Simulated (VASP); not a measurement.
Write the native input for VASP 6.6.1 that does the following.

```yaml
Task: single point
Functional: LDA
Potentials_or_basis: VASP PAW LDA potentials, release 64 (Ni_sv_GW, O)
Cutoff: 700 eV
k_mesh: 6 × 6 × 6
Occupations: gaussian, width 0.05 eV
Spin: collinear spin, antiferromagnetic start
Starting_moments: "[2.0, -2.0, 0.0, 0.0] μB"
Hubbard_terms: Ni d U = 4.2 eV
Dipole_correction: no
Further_INCAR_settings: ALGO = Normal; EDIFF = 1e-06; NBANDS = 36
```

The structure of NiO lies in POSCAR:

```
NiO
1.0
    0.0000000000      2.0913095126      2.0913095126
    2.0913095126      0.0000000000      2.0913095126
    4.1826190252      4.1826190252      0.0000000000
Ni O
2 2
Direct
    0.0000000000      0.0000000000      0.0000000000
    0.0000000000      0.0000000000      0.5000000000
    0.5000000000      0.5000000000      0.2500000000
    0.5000000000      0.5000000000      0.7500000000
```

The input as run:

INCAR

```
SYSTEM = NiO
  ALGO = Normal
  EDIFF = 1E-6
  ENCUT = 700
  GGA_COMPAT = .FALSE.
  ISIF = 2
  ISMEAR = 0
  ISPIN = 2
  LASPH = .TRUE.
  LCHARG = .FALSE.
  LDAU = .TRUE.
  LDAUJ = 0 0
  LDAUL = 2 -1
  LDAUPRINT = 1
  LDAUTYPE = 2
  LDAUU = 4.2 0
  LMAXMIX = 4
  LORBIT = 11
  LREAL = .FALSE.
  LWAVE = .FALSE.
  MAGMOM = 2 -2 0 0
  NBANDS = 36
  NELM = 200
  PREC = Accurate
  SIGMA = 0.05
```

KPOINTS

```
k-points
0
G
  6 6 6
  0 0 0
```

Potentials or basis: VASP PAW LDA potentials, release 64 (Ni_sv_GW, O).

Launch:

```console
$ cat potpaw_LDA.64/Ni_sv_GW/POTCAR potpaw_LDA.64/O/POTCAR > POTCAR
$ mpirun -np 1 vasp_std > vasp.out
```

Results of the run:

* Pressure: -13.6 GPa
* Band gap on the k mesh: 2.51 eV
* Net moment: 0.00 μB per cell
* Site moments: Ni +1.60, -1.60; O +0.00 μB
* Valence electrons inside the program's atomic spheres: Ni 16.16; O 4.97

Caveat: the cell stands under tension.

Run time: 120 s on 1 thread of Intel(R) Xeon(R) 6975P-C (Granite Rapids), with other jobs on the host, peak memory 0.24 GiB.
